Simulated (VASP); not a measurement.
# HfB2 (P6/mmm) in VASP: a series of runs, part 2 of 2

VASP 6.6.1. The steps go on from the part before.

**4. Single point, PBE (volume scaled by 1.01)**

Input file INCAR:

```
PREC     = Accurate       # precision mode
ENCUT    = 520            # plane-wave cutoff, eV
EDIFF    = 1E-6           # SCF threshold, eV
ISMEAR   = -1             # smearing method
SIGMA    = 0.05           # smearing width, eV
LREAL    = False          # projectors in reciprocal space
LASPH    = True           # aspherical terms in the spheres
NELM     = 80             # most SCF steps
ALGO     = Normal         # electronic algorithm
ISIF     = 2              # what is computed and relaxed
LWAVE    = False          # write WAVECAR
LCHARG   = False          # write CHGCAR
GGA      = PE             # functional
NBANDS   = 15             # bands
```

Input file KPOINTS:

```
Automatic mesh
0
Gamma
  13 13 11
```

Input file POSCAR:

```
HfB2
1.0
    3.1504320712      0.0000000000      0.0000000000
   -1.5752160356      2.7283542065      0.0000000000
    0.0000000000      0.0000000000      3.4915615467
Hf B
1 2
Direct
    0.0000000000      0.0000000000      0.0000000000
    0.3333333333      0.6666666667      0.5000000000
    0.6666666667      0.3333333333      0.5000000000
```

Potentials or basis: VASP PAW PBE potentials, release 64 (Hf_pv, B).

The run is started by

```console
cat potpaw_PBE.64/Hf_pv/POTCAR potpaw_PBE.64/B/POTCAR > POTCAR
mpirun -np 1 vasp_std > vasp.out
```

OUTCAR:

```text
PREC = Accurate
   ENCUT = 520
   EDIFF = 1E-6
   ISMEAR = -1
   LREAL = False
   LASPH = True
   NELM = 80
   ISIF = 2
   GGA = PE

 ion  position               nearest neighbor table
   1  0.000  0.000  0.000-   2 2.52   3 2.52   2 2.52   3 2.52   2 2.52   2 2.52   3 2.52   3 2.52
                             3 2.52   3 2.52   2 2.52   2 2.52
   2  0.333  0.667  0.500-   3 1.82   3 1.82   3 1.82   1 2.52   1 2.52   1 2.52   1 2.52   1 2.52
                             1 2.52
   3  0.667  0.333  0.500-   2 1.82   2 1.82   2 1.82   1 2.52   1 2.52   1 2.52   1 2.52   1 2.52
                             1 2.52

  LATTYP: Found a hexagonal cell.
 ALAT       =     3.1504320712
 C/A-ratio  =     1.1082802193

  Lattice vectors:

 A1 = (   3.1504320712,   0.0000000000,   0.0000000000)
 A2 = (  -1.5752160356,   2.7283542065,   0.0000000000)
 A3 = (   0.0000000000,   0.0000000000,   3.4915615467)

Analysis of symmetry for initial positions (statically):
=====================================================================
 Subroutine PRICEL returns:
 Original cell was already a primitive cell.

 Routine SETGRP: Setting up the symmetry group for a
 hexagonal supercell.
[... 178 lines left out ...]
      1     -23.0734      2.00000
      2     -22.5885      2.00000
      3     -22.5885      2.00000
      4      -6.1048      2.00000
      5       4.6138      2.00000
      6       4.7151      2.00000
      7       4.7151      2.00000
      8       4.8084      2.00000
      9      11.5688      0.00000
     10      11.5688      0.00000
     11      12.1995      0.00000
     12      12.1995      0.00000
     13      12.5118      0.00000
     14      12.5409      0.00000
[... 401 lines left out ...]
      2     -22.7535      2.00000
      3     -22.6242      2.00000
      4      -5.4913      2.00000
      5       3.4287      2.00000
      6       3.7494      2.00000
      7       4.6827      2.00000
      8       5.7023      2.00000
      9       9.8171      0.00000
     10      10.2745      0.00000
     11      12.1367      0.00000
     12      12.2945      0.00000
     13      13.0854      0.00000
     14      14.3970      0.00000
     15      14.8463      0.00000

 [... further k-points ...]
[... 5 lines left out ...]
  --------------------------------------------------------------------------------------
  -------------------------------------------------------------------------------------
  Total       -0.3229411     -0.3229411     -0.2181007      0.0000000      0.0000000     -0.0000000
  in kB      -17.2402382    -17.2402382    -11.6433245      0.0000000      0.0000000     -0.0000000
  external PRESSURE =     -15.3746003 kB  Pullay stress =       0.0000000 kB

 VOLUME and BASIS-vectors are now :
 -----------------------------------------------------------------------------
  energy-cutoff  :      520.00
  volume of cell :       30.01
      direct lattice vectors                 reciprocal lattice vectors
     3.150432071  0.000000000  0.000000000     0.317416779  0.183260663  0.000000000
    -1.575216036  2.728354207  0.000000000     0.000000000  0.366521325  0.000000000
     0.000000000  0.000000000  3.491561547     0.000000000  0.000000000  0.286404804

 POSITION                                       TOTAL-FORCE (eV/Angst)
 -----------------------------------------------------------------------------------
      0.00000      0.00000      0.00000        -0.000000     -0.000000     -0.000000
     -0.00000      1.81890      1.74578        -0.000000      0.000000     -0.000000
      1.57522      0.90945      1.74578         0.000000     -0.000000      0.000000
 -----------------------------------------------------------------------------------
    total drift:                               -0.000000      0.000000      0.000000

  FREE ENERGIE OF THE ION-ELECTRON SYSTEM (eV)
  ---------------------------------------------------
  free  energy   TOTEN  =       -26.4018171188 eV

  energy  without entropy=      -26.4000728991  energy(sigma->0) =      -26.40094501
```

OSZICAR:

```text
N       E                     dE             d eps       ncg     rms          rms(c)
DAV:   1     0.272581968488E+02    0.27258E+02   -0.79695E+03  3780   0.101E+03
DAV:   2    -0.272515807158E+02   -0.54510E+02   -0.51249E+02  5054   0.218E+02
DAV:   3    -0.287606931225E+02   -0.15091E+01   -0.15033E+01  4886   0.264E+01
DAV:   4    -0.287668125400E+02   -0.61194E-02   -0.61180E-02  4536   0.210E+00
DAV:   5    -0.287668496600E+02   -0.37120E-04   -0.37120E-04  4865   0.143E-01    0.516E+01
DAV:   6    -0.265153676417E+02    0.22515E+01   -0.27871E+00  4585   0.120E+01    0.379E+01
DAV:   7    -0.264642754297E+02    0.51092E-01   -0.91349E-01  4886   0.698E+00    0.117E+01
DAV:   8    -0.264059817953E+02    0.58294E-01   -0.22427E-01  4438   0.357E+00    0.161E+00
DAV:   9    -0.264019866994E+02    0.39951E-02   -0.18184E-02  4452   0.108E+00    0.383E-01
DAV:  10    -0.264018116732E+02    0.17503E-03   -0.73846E-04  4837   0.227E-01    0.250E-01
DAV:  11    -0.264018196014E+02   -0.79282E-05   -0.50978E-05  4578   0.540E-02    0.100E-01
DAV:  12    -0.264018170519E+02    0.25495E-05   -0.31929E-06  4382   0.131E-02    0.999E-03
DAV:  13    -0.264018171188E+02   -0.66821E-07   -0.20518E-07  2156   0.377E-03
   1 F= -.26401817E+02 E0= -.26400945E+02  d E =-.174422E-02
```

Run time: 33 s. Hardware: 1 thread of Intel Xeon Platinum 8488C (Sapphire Rapids), shared host; peak memory 0.19 GiB.

Results:

| Item | Value |
| --- | --- |
| Free energy | -26.4018 eV |
| Pressure | -1.5 GPa |
| Band gap on the k mesh | zero (band 8 reaches 8.22 eV, above the bottom of band 9 at 7.21 eV) |

Stress tensor (GPa, compression positive):
```
-1.72  0.00  0.00
 0.00 -1.72  0.00
 0.00  0.00 -1.16
```

Levels at points of the mesh, in eV from the Fermi level:
```tsv
k point	band 4	band 5	band 6	band 7	band 8	band 9	band 10	band 11	band 12	band 13
(0.00, 0.00, 0.00)	-13.78	-3.06	-2.96	-2.96	-2.87	3.89	3.89	4.52	4.52	4.83
```

Caveat: spin-orbit coupling is left out, which moves the levels of the heavy elements.

**5. Summary**

| cell | gap on the mesh (eV) | pressure (GPa) |
| --- | --- | --- |
| a = 3.076, b = 3.076, c = 3.409 Å, angles 90.0, 90.0, 120.0°, 3 atoms | none | 18.9 |
| a = 3.119, b = 3.119, c = 3.457 Å, angles 90.0, 90.0, 120.0°, 3 atoms | none | 6.4 |
| a = 3.150, b = 3.150, c = 3.492 Å, angles 90.0, 90.0, 120.0°, 3 atoms | none | -1.5 |

Alike in all rows: task single point; level PBE; potentials or basis VASP PAW PBE potentials, release 64 (Hf_pv, B); no spin polarisation; k mesh 13 × 13 × 11; cutoff (eV) 520; smearing fermi-dirac 0.05 eV.

Caveats: spin-orbit coupling is left out, which moves the levels of the heavy elements.

Total energies depend on the potentials used, so only differences within one code and one set of settings carry meaning.
